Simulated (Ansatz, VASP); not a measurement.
# Sc: VASP beside Ansatz

```
Sc
1.0
     3.33614    0.00000    0.00000
    -1.66807    2.88919    0.00000
     0.00000    0.00000    5.31154
Sc
2
Direct
  0.33333 0.66667 0.25000
  0.66667 0.33333 0.75000
```

Change from the starting cell: volume scaled by 1.025.

Alike in both runs: task single point; functional PBE; k mesh 13 × 13 × 7; occupations fermi-dirac, width 0.03 eV; no spin polarisation.

|  | VASP | Ansatz |
| --- | --- | --- |
| version | VASP 6.6.1 | Ansatz 0.2.0 |
| potentials or method | VASP PAW PBE potentials, release 64 (Sc_sv), cutoff 520 eV | all-electron LAPW, scalar-relativistic |

```tsv
	VASP	Ansatz	Ansatz less VASP
pressure (GPa)	-1.9	-1.9	-0.02
traceless stress, the component that is largest in VASP (GPa)	-1.06	-1.06	-0.002
```

Ansatz ran all-electron here, and VASP with PAW potentials.
